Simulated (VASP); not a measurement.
The system is ZnSe.

```
CELL_PARAMETERS angstrom
0.00000 2.83380 2.83380
2.83380 0.00000 2.83380
2.83380 2.83380 0.00000
ATOMIC_POSITIONS crystal
Se 0.75000 0.75000 0.75000
Zn 0.00000 0.00000 0.00000
```

Base run:

| Item | Value |
| --- | --- |
| Program | VASP 6.6.1 |
| Functional | r2SCAN |
| Potentials or basis | VASP PAW PBE potentials, release 64 (Se, Zn) |
| Cutoff | 520 eV |
| k mesh | 8 × 8 × 8 |
| Occupations | fermi-dirac, width 0.05 eV |
| Spin | no spin polarisation |

Its results: band gap on the k mesh 1.87 eV; pressure 0.0 GPa.

Q: The run is repeated on the same cell with these changes: functional from r2SCAN to PBE; k mesh from 8 × 8 × 8 to 14 × 14 × 14. What comes out?

A: Band gap on the k mesh 1.29 eV; pressure 2.3 GPa.

Several settings changed at once.

Caveats: the PAW data sets were made with another functional, which shifts forces and pressure a little (at least some runs).

A k mesh can miss the band edges.
